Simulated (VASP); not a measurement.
# AgCl in VASP: further runs, part 2 of 2

VASP 6.6.1. The steps go on from the part before.

## 3. Single point, PBE

INCAR

```
ALGO     = Normal         # electronic algorithm
EDIFF    = 1E-6           # SCF threshold, eV
ENCUT    = 520            # plane-wave cutoff, eV
GGA      = PE             # functional
ISIF     = 2              # what is computed and relaxed
ISMEAR   = 0              # smearing method
LASPH    = T              # aspherical terms in the spheres
LCHARG   = F              # write CHGCAR
LREAL    = F              # projectors in reciprocal space
LWAVE    = F              # write WAVECAR
NBANDS   = 16             # bands
NELM     = 100            # most SCF steps
PREC     = Accurate       # precision mode
SIGMA    = 0.1            # smearing width, eV
```

KPOINTS

```
k-points
0
Gamma
  6 6 6
```

POSCAR

```
AgCl
1.0
   -1.9770069467      1.9770069467      2.8216195855
    1.9770069467     -1.9770069467      2.8216195855
    1.9770069467      1.9770069467     -2.8216195855
Ag Cl
1 1
Direct
    0.0000579865      0.0000579865      0.0000000000
    0.4999420135      0.4999420135      0.0000000000
```

Potentials or basis: VASP PAW PBE potentials, release 64 (Ag, Cl).

Started as:

```console
$ cat potpaw_PBE.64/Ag/POTCAR potpaw_PBE.64/Cl/POTCAR > POTCAR
$ mpirun -np 1 vasp_std > vasp.out
```

OUTCAR:

```text
EDIFF = 1E-6
   ENCUT = 520
   GGA = PE
   ISIF = 2
   ISMEAR = 0
   LASPH = T
   LREAL = F
   NELM = 100
   PREC = Accurate

 ion  position               nearest neighbor table
   1  0.000  0.000  0.000-   2 2.80   2 2.80   2 2.80   2 2.80   2 2.82   2 2.82
   2  0.500  0.500  0.000-   1 2.80   1 2.80   1 2.80   1 2.80   1 2.82   1 2.82

  LATTYP: Found a body centered tetragonal cell.
 ALAT       =     3.9540138934
 C/A-ratio  =     1.4272178407

  Lattice vectors:

 A1 = (  -1.9770069467,   1.9770069467,   2.8216195855)
 A2 = (   1.9770069467,  -1.9770069467,   2.8216195855)
 A3 = (   1.9770069467,   1.9770069467,  -2.8216195855)

Analysis of symmetry for initial positions (statically):
=====================================================================
 Subroutine PRICEL returns:
 Original cell was already a primitive cell.

 Routine SETGRP: Setting up the symmetry group for a
 body centered tetragonal supercell.

 Subroutine GETGRP returns: Found  8 space group operations
 (whereof  8 operations were pure point group operations)
 out of a pool of 16 trial point group operations.

The static configuration has the point symmetry C_4v.

Analysis of symmetry for dynamics (positions and initial velocities):
=====================================================================
 Subroutine PRICEL returns:
 Original cell was already a primitive cell.

 Routine SETGRP: Setting up the symmetry group for a
 body centered tetragonal supercell.

 Subroutine GETGRP returns: Found  8 space group operations
 (whereof  8 operations were pure point group operations)
 out of a pool of 16 trial point group operations.

The dynamic configuration has the point symmetry C_4v.

 Subroutine INISYM returns: Found  8 space group operations
 (whereof  8 operations are pure point group operations),
 and found     1 'primitive' translations

----------------------------------------------------------------------------------------

[... 112 lines left out ...]
     AMIX_MAG =   1.60;   BMIX_MAG =  1.00
  volume/ion in A,a.u.               =      22.06       148.85
  Fermi-wavevector in a.u.,A,eV,Ry     =   1.214248  2.294596 20.060404  1.474398
  Thomas-Fermi vector in A             =   2.349674
   LORBIT       =      0    0 simple, 1 ext, 2 COOP (PROOUT), +10 PAW based schemes
   GGA     = PE    functional components
   LHFCALC =     F    Hartree Fock is set to
   AEXX    =    0.0000 exact exchange contribution
   IVDW    =     0    specifies the selected vdW correction
   LEPSILON=     F    determine dielectric tensor
   LRPA    =     F    only Hartree local field effects (RPA)
 non-spin polarized calculation
 Gauss-broadening in eV      SIGMA  =   0.10
  energy-cutoff  :      520.00
  volume of cell :       44.11
 maximum number of plane-waves:      1243
 NGX is ok and might be reduce to    30
   NGX = 15   NGY = 15   NGZ = 15

 number of electron      17.9999996 magnetization

 Free energy of the ion-electron system (eV)
  ---------------------------------------------------
  ext. energy  EPLUGINS =         0.00000000
  ---------------------------------------------------
  free energy    TOTEN  =        -5.40072495 eV

  energy without entropy =       -5.40072495  energy(sigma->0) =       -5.40072495

 E-fermi :   3.8886     XC(G=0):  -9.7892

 val. band max:        3.4257065265   @ k =   0.5000   0.0000  -0.0000
 cond. band min:       4.3180962226   @ k =   0.0000   0.0000   0.0000
 fundamental gap:      0.8923896961
 Fermi energy:         3.8885838434

 k-point     1 :       0.0000    0.0000    0.0000
  band No.  band energies     occupation
      1     -11.5286      2.00000
      2       1.0751      2.00000
      3       1.0953      2.00000
      4       1.0953      2.00000
      5       1.1268      2.00000
      6       1.1286      2.00000
[... 433 lines left out ...]
      3      -0.0430      2.00000
      4       0.0802      2.00000
      5       1.1250      2.00000
      6       1.3654      2.00000
[... 8 lines left out ...]
     15      17.3203      0.00000
     16      17.8280      0.00000

 [... further k-points ...]

------------------------ aborting loop because EDIFF is reached ----------------------------------------

  FORCE on cell =-STRESS in cart. coord.  units (eV):
  Direction    XX          YY          ZZ          XY          YZ          ZX
  --------------------------------------------------------------------------------------
  -------------------------------------------------------------------------------------
  Total       -0.0032994     -0.0032994     -0.0412747      0.0000000     -0.0000000      0.0000000
  in kB       -0.1198314     -0.1198314     -1.4990638      0.0000000     -0.0000000      0.0000000
  external PRESSURE =      -0.5795755 kB  Pullay stress =       0.0000000 kB

 VOLUME and BASIS-vectors are now :
 -----------------------------------------------------------------------------
  energy-cutoff  :      520.00
  volume of cell :       44.11
      direct lattice vectors                 reciprocal lattice vectors
    -1.977006947  1.977006947  2.821619586     0.000000000  0.252907558  0.177203193
     1.977006947 -1.977006947  2.821619586     0.252907558  0.000000000  0.177203193
     1.977006947  1.977006947 -2.821619586     0.252907558  0.252907558  0.000000000

 POSITION                                       TOTAL-FORCE (eV/Angst)
 -----------------------------------------------------------------------------------
      0.00000      0.00000      0.00033         0.000000      0.000000     -0.000443
      0.00000      0.00000      2.82129        -0.000000     -0.000000      0.000443
 -----------------------------------------------------------------------------------
    total drift:                               -0.000000     -0.000000      0.000002

  FREE ENERGIE OF THE ION-ELECTRON SYSTEM (eV)
  ---------------------------------------------------
  free  energy   TOTEN  =        -5.4007249540 eV

  energy  without entropy=       -5.4007249540  energy(sigma->0) =       -5.40072495
```

Wall time 9.3 s (1 thread of Intel Xeon 6975P-C (Granite Rapids), shared host); peak memory 0.17 GiB.

Results:

- Free energy: -5.4007 eV
- Pressure: -0.1 GPa
- Band gap on the k mesh: 0.89 eV, indirect (least direct gap 3.08 eV)

A k mesh can miss the band edges. A hybrid or GW would open this gap; PBE tends to underestimate it.

## 4. Single point, PBE (volume scaled by 1.03)

INCAR

```
ALGO     = Normal         # electronic algorithm
EDIFF    = 1E-6           # SCF threshold, eV
ENCUT    = 520            # plane-wave cutoff, eV
GGA      = PE             # functional
ISIF     = 2              # what is computed and relaxed
ISMEAR   = 0              # smearing method
LASPH    = T              # aspherical terms in the spheres
LCHARG   = T              # write CHGCAR
LELF     = T              # ELF
LREAL    = F              # projectors in reciprocal space
LVHAR    = T            
LWAVE    = F              # write WAVECAR
NBANDS   = 16             # bands
NELM     = 80             # most SCF steps
PREC     = Accurate       # precision mode
SIGMA    = 0.02           # smearing width, eV
```

KPOINTS

```
k-points
0
Gamma
  8 8 8
```

POSCAR

```
AgCl
1.0
    0.0000000000      2.8336772179      2.8336772179
    2.8336772179      0.0000000000      2.8336772179
    2.8336772179      2.8336772179      0.0000000000
Ag Cl
1 1
Direct
    0.0000000000      0.0000000000      0.0000000000
    0.5000000000      0.5000000000      0.5000000000
```

Started as:

```console
$ cat potpaw_PBE.64/Ag/POTCAR potpaw_PBE.64/Cl/POTCAR > POTCAR
$ mpirun -np 1 vasp_std > vasp.out
```

Run time: 9.1 s. Hardware: 1 thread of Intel Xeon 6975P-C (Granite Rapids), shared host; peak memory 0.17 GiB.

Results (log left out):

```
Free energy            : -5.3959 eV
Pressure               : -1.3 GPa
Band gap on the k mesh : 0.93 eV, indirect (least direct gap 2.99 eV)
```

Levels at points of the mesh, in eV from the valence-band top:
```tsv
k point	band 7	band 8	band 9	band 10	band 11	band 12
(0.00, 0.00, 0.00)	-2.06	-2.06	-2.06	0.93	10.88	10.88
(0.50, 0.00, 0.00)	-1.60	0.00	0.00	4.41	6.19	7.78
(0.50, 0.50, 0.00)	-1.78	-1.78	-1.74	2.48	8.12	8.43
```

 A k mesh can miss the band edges.

## 5. Single point, PBE (volume scaled by 1.06)

INCAR

```
PREC = Accurate ; ENCUT = 520
EDIFF = 1E-7 ; ISMEAR = 0
SIGMA = 0.02 ; LREAL = F
LASPH = T ; NELM = 100
ALGO = Normal ; ISIF = 2
LWAVE = F ; LCHARG = F
GGA = PE ; NBANDS = 16
```

KPOINTS

```
regular mesh
0
Gamma
  8 8 8
```

POSCAR

```
AgCl
1.0
    0.0000000000      2.8609257858      2.8609257858
    2.8609257858      0.0000000000      2.8609257858
    2.8609257858      2.8609257858      0.0000000000
Ag Cl
1 1
Direct
    0.0000000000      0.0000000000      0.0000000000
    0.5000000000      0.5000000000      0.5000000000
```

Started as:

```console
$ cat potpaw_PBE.64/Ag/POTCAR potpaw_PBE.64/Cl/POTCAR > POTCAR
$ mpirun -np 1 vasp_std > vasp.out
```

Wall time 9.6 s (1 thread of Intel Xeon 6975P-C (Granite Rapids), shared host); peak memory 0.17 GiB.

It converged, with:

```
Free energy            : -5.3820 eV
Pressure               : -2.2 GPa
Band gap on the k mesh : 0.95 eV, indirect (least direct gap 2.90 eV)
```

Levels at points of the mesh, in eV from the valence-band top:
| k point | band 7 | band 8 | band 9 | band 10 | band 11 | band 12 |
| --- | --- | --- | --- | --- | --- | --- |
| (0.00, 0.00, 0.00) | -1.95 | -1.95 | -1.95 | 0.95 | 10.89 | 10.89 |
| (0.50, 0.00, 0.00) | -1.54 | 0.00 | 0.00 | 4.48 | 6.05 | 7.83 |
| (0.50, 0.50, 0.00) | -1.72 | -1.72 | -1.69 | 2.52 | 8.16 | 8.34 |

 A k mesh can miss the band edges.

## 6. Summary

| cell | k mesh | smearing | gap on the mesh (eV) | pressure (GPa) |
| --- | --- | --- | --- | --- |
| a = 3.968 Å, angles 60.0°, 2 atoms | 8 × 8 × 8 | gaussian 0.02 eV | 0.92 | -0.1 |
| a = 3.972 Å, angles 120.3, 120.3, 89.5°, 2 atoms | 6 × 6 × 6 | gaussian 0.1 eV | 0.89 | -0.1 |
| a = 4.007 Å, angles 60.0°, 2 atoms | 8 × 8 × 8 | gaussian 0.02 eV | 0.93 | -1.3 |
| a = 4.046 Å, angles 60.0°, 2 atoms | 8 × 8 × 8 | gaussian 0.02 eV | 0.95 | -2.2 |

Alike in all rows: task single point; level PBE; potentials or basis VASP PAW PBE potentials, release 64 (Ag, Cl); no spin polarisation; cutoff (eV) 520.

Absolute energies hang on the potentials; compare differences alone.
